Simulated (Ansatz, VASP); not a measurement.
One calculation of WS2, two programs

The input INCAR:

```
PREC = Accurate
ENCUT = 520
EDIFF = 1E-6
ISMEAR = -1
SIGMA = 0.05
LREAL = False
LASPH = True
NELM = 60
ALGO = Normal
ISIF = 2
LWAVE = False
LCHARG = False
GGA = CA
NBANDS = 20
```

KPOINTS

```
regular mesh
0
Gamma
  10 10 10
```

The input POSCAR:

```
WS2
1.0
    1.5894572584      0.9176735760      6.2041512999
   -1.5894572584      0.9176735760      6.2041512999
    0.0000000000     -1.8353471520      6.2041512999
W S
1 2
Direct
    0.0000000000      0.0000000000      0.0000000000
    0.5810000000      0.5810000000      0.5810000000
    0.7503000000      0.7503000000      0.7503000000
```

The input input.yaml:

```yaml
crystal:
  lattice:
    - [1.5894572584, 0.917673576, 6.2041512999]
    - [-1.5894572584, 0.917673576, 6.2041512999]
    - [0.0, -1.835347152, 6.2041512999]
  atoms:
    - { symbol: W, position: [0.0, 0.0, 0.0] }
    - { symbol: S, position: [0.581, 0.581, 0.581] }
    - { symbol: S, position: [0.7503, 0.7503, 0.7503] }
kpoints:
  mp_grid: { grid: [10, 10, 10] }
scf:
  occupations: { method: fermi_dirac, width: 0.05 }
hamiltonian:
  xc: lda
  pseudopotentials: { kind: all_electron, lapw: { basis_error: 0.002 } }
output:
  forces: true
  stress: true
  eigenvalues: true
```

Change from the starting cell: volume scaled by 1.02.

Alike in both runs: task single point; functional LDA; k mesh 10 × 10 × 10; occupations fermi-dirac, width 0.05 eV; no spin polarisation.

|  | VASP | Ansatz |
| --- | --- | --- |
| version | VASP 6.6.1 | Ansatz 0.2.0 |
| potentials or method | VASP PAW LDA potentials, release 64 (W_sv, S), cutoff 520 eV | all-electron LAPW, scalar-relativistic |

Ansatz gave:

```
gap on the k mesh at the Fermi level (eV)                     : 1.01
least direct gap on the mesh (eV)                             : 2.16
pressure (GPa)                                                : -6.7
traceless stress, the component that is largest in VASP (GPa) : 0.10
rms of the force components (eV/Å)                            : 0.365
```

Problem. Which values does VASP return?

Solution. gap on the k mesh at the Fermi level (eV): 1.01; least direct gap on the mesh (eV): 2.17; pressure (GPa): -6.4; traceless stress, the component that is largest in VASP (GPa): 0.14; rms of the force components (eV/Å): 0.350.

LDA's correlation is that of Perdew and Zunger in VASP and of Perdew and Wang (1992) in Ansatz. Atom by atom the forces differ by 0.020 eV/Å (rms over components). Ansatz ran all-electron here, and VASP with PAW potentials.

Spin-orbit coupling is off throughout.
